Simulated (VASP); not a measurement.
# Si (Fd-3m) in VASP: vibrations by perturbation theory with PBE

Aim: the vibrations by perturbation theory of Si with PBE.

Program: VASP 6.6.1. These are calculated values, not measurements. Logs are shortened: lines on timing, memory, paths and dates and some standing lists are left out, and cuts for length are marked.

## Step 1: The cell of the first run

The structure is cubic, space group Fd-3m (No. 227). Conventional cell: a = 5.470 Å, b = 5.470 Å, c = 5.470 Å, α = 90.00°, β = 90.00°, γ = 90.00°. Within 3.1 Å of Si (site symmetry -43m) lie 4 Si at 2.37 Å.

## Step 2: Vibrations by perturbation theory, PBE

INCAR

```
PREC     = Accurate       # precision mode
ENCUT    = 520            # plane-wave cutoff, eV
EDIFF    = 1E-8           # SCF threshold, eV
ISMEAR   = 0              # smearing method
SIGMA    = 0.01           # smearing width, eV
LREAL    = F              # projectors in reciprocal space
LASPH    = T              # aspherical terms in the spheres
NELM     = 60             # most SCF steps
ALGO     = Normal         # electronic algorithm
ISIF     = 2              # what is computed and relaxed
LWAVE    = F              # write WAVECAR
LCHARG   = F              # write CHGCAR
GGA      = PE             # functional
IBRION   = 8              # ionic algorithm
NSW      = 1              # ionic steps
```

KPOINTS

```
Automatic mesh
0
Gamma
  8 8 8
```

POSCAR

```
Si
1.0
    0.0000000000      2.7350000000      2.7350000000
    2.7350000000      0.0000000000      2.7350000000
    2.7350000000      2.7350000000      0.0000000000
Si
2
Direct
    0.0000000000      0.0000000000      0.0000000000
    0.2500000000      0.2500000000      0.2500000000
```

Potentials or basis: VASP PAW PBE potentials, release 64 (Si).

The run is started by

```bash
cat potpaw_PBE.64/Si/POTCAR > POTCAR
mpirun -np 1 vasp_std > vasp.out
```

OUTCAR:

```text
PREC = Accurate
   ENCUT = 520
   EDIFF = 1E-8
   ISMEAR = 0
   LREAL = F
   LASPH = T
   NELM = 60
   ISIF = 2
   GGA = PE
   IBRION = 8
   NSW = 1

 ion  position               nearest neighbor table
   1  0.000  0.000  0.000-   2 2.37   2 2.37   2 2.37   2 2.37
   2  0.250  0.250  0.250-   1 2.37   1 2.37   1 2.37   1 2.37

  LATTYP: Found a face centered cubic cell.
 ALAT       =     5.4700000000

  Lattice vectors:

 A1 = (   0.0000000000,   2.7350000000,   2.7350000000)
 A2 = (   2.7350000000,   0.0000000000,   2.7350000000)
 A3 = (   2.7350000000,   2.7350000000,   0.0000000000)

Analysis of symmetry for initial positions (statically):
=====================================================================
 Subroutine PRICEL returns:
 Original cell was already a primitive cell.

 Routine SETGRP: Setting up the symmetry group for a
 face centered cubic supercell.

 Subroutine GETGRP returns: Found 48 space group operations
 (whereof 24 operations were pure point group operations)
 out of a pool of 48 trial point group operations.

The static configuration has the point symmetry T_d .
 The point group associated with its full space group is O_h .

Analysis of symmetry for dynamics (positions and initial velocities):
=====================================================================
 Subroutine PRICEL returns:
 Original cell was already a primitive cell.

 Routine SETGRP: Setting up the symmetry group for a
 face centered cubic supercell.

 Subroutine GETGRP returns: Found 48 space group operations
 (whereof 24 operations were pure point group operations)
 out of a pool of 48 trial point group operations.

The dynamic configuration has the point symmetry T_d .
 The point group associated with its full space group is O_h .

 Subroutine INISYM returns: Found 48 space group operations
 (whereof 24 operations are pure point group operations),
 and found     1 'primitive' translations

----------------------------------------------------------------------------------------

                                     Primitive cell
[... 421 lines left out ...]
  Total       -0.0163418     -0.0163418     -0.0163418      0.0000000     -0.0000000     -0.0000000
  in kB       -0.6398939     -0.6398939     -0.6398939      0.0000000     -0.0000000     -0.0000000
  external PRESSURE =      -0.6398939 kB  Pullay stress =       0.0000000 kB

 VOLUME and BASIS-vectors are now :
 -----------------------------------------------------------------------------
  energy-cutoff  :      520.00
  volume of cell :       40.92
      direct lattice vectors                 reciprocal lattice vectors
     0.000000000  2.735000000  2.735000000    -0.182815356  0.182815356  0.182815356
     2.735000000  0.000000000  2.735000000     0.182815356 -0.182815356  0.182815356
     2.735000000  2.735000000  0.000000000     0.182815356  0.182815356 -0.182815356

 POSITION                                       TOTAL-FORCE (eV/Angst)
 -----------------------------------------------------------------------------------
      0.00000      0.00000      0.00000         0.000000      0.000000      0.000000
      1.36750      1.36750      1.36750        -0.000000     -0.000000     -0.000000
 -----------------------------------------------------------------------------------
    total drift:                               -0.000000     -0.000000     -0.000000

  FREE ENERGIE OF THE ION-ELECTRON SYSTEM (eV)
  ---------------------------------------------------
  free  energy   TOTEN  =       -10.8460824683 eV

  energy  without entropy=      -10.8460824683  energy(sigma->0) =      -10.84608247

[... ionic steps 2 to 3 ...]

--------------------------------------- Ionic step        4  -------------------------------------------

 Free energy of the ion-electron system (eV)
  ---------------------------------------------------
  ---------------------------------------------------
  free energy    TOTEN  =        -0.01736087 eV

  energy without entropy =       -0.01736087

------------------------ aborting loop because EDIFF is reached ----------------------------------------

 INTERNAL STRAIN TENSOR  FOR ION    1  DIRECTION 1   (eV/Angst):
 -----------------------------------------------------------------------------
    -0.01147  0.00000  0.00000
     0.00000  0.00680  8.66581
     0.00000  8.66581  0.00680

 INTERNAL STRAIN TENSOR FOR ION    2 for displacements in x,y,z  (eV/Angst):
          X           Y           Z          XY          YZ          ZX
  --------------------------------------------------------------------------------
  x    -0.00000     0.00000     0.00000     0.00000    -8.66581     0.00000
  y     0.00000     0.00000     0.00000     0.00000     0.00000    -8.66581
  z     0.00000     0.00000    -0.00000    -8.66581     0.00000     0.00000

 SECOND DERIVATIVES (NOT SYMMETRIZED)
 ------------------------------------
               1X          1Y          1Z          2X          2Y          2Z
  1X   -13.044094    0.000000    0.000000   13.044094    0.000000    0.000000
  1Y     0.000000  -13.044094    0.000000    0.000000   13.044094    0.000000
  1Z     0.000000    0.000000  -13.044094    0.000000    0.000000   13.044094
  2X    13.044094    0.000000    0.000000  -13.044094    0.000000    0.000000
  2Y     0.000000   13.044094    0.000000    0.000000  -13.044094    0.000000
  2Z     0.000000    0.000000   13.044094    0.000000    0.000000  -13.044094

 Eigenvectors and eigenvalues of the dynamical matrix
 ----------------------------------------------------

   1 f  =   15.067301 THz    94.670644 2PiTHz  502.591061 cm-1    62.313322 meV
             X         Y         Z           dx          dy          dz
      0.000000  0.000000  0.000000     0.000000   -0.707107    0.000000
      1.367500  1.367500  1.367500     0.000000    0.707107    0.000000
[... 21 lines left out ...]
   6 f  =    0.000000 THz     0.000000 2PiTHz    0.000000 cm-1     0.000000 meV
             X         Y         Z           dx          dy          dz
      0.000000  0.000000  0.000000     0.000000    0.000000    0.707107
      1.367500  1.367500  1.367500     0.000000    0.000000    0.707107

--------------------------------------------------------------------------------------------------------

 ELASTIC MODULI CONTR FROM IONIC RELAXATION (kBar)
 Direction    XX          YY          ZZ          XY          YZ          ZX
 --------------------------------------------------------------------------------
 XX          -0.0000      0.0000      0.0000      0.0000     -0.0000      0.0000
 YY           0.0000     -0.0000      0.0000      0.0000      0.0000      0.0000
 ZZ           0.0000      0.0000     -0.0000     -0.0000      0.0000      0.0000
 XY           0.0000      0.0000     -0.0000   -225.4304      0.0000      0.0000
 YZ          -0.0000      0.0000      0.0000      0.0000   -225.4304      0.0000
 ZX           0.0000      0.0000      0.0000      0.0000      0.0000   -225.4304
 --------------------------------------------------------------------------------
```

It took 66 s on 1 thread of Intel Xeon Platinum 8259CL at 2.50GHz (Skylake/Cascade Lake), shared host; peak memory 0.21 GiB.

Results:

```yaml
Highest_phonon_frequency_at_Γ: 503 cm⁻¹
```

Phonon frequencies in cm⁻¹ (negative: imaginary):
| q point | frequencies |
| --- | --- |
| (0.000, 0.000, 0.000) | 0 0 0 503 503 503 |
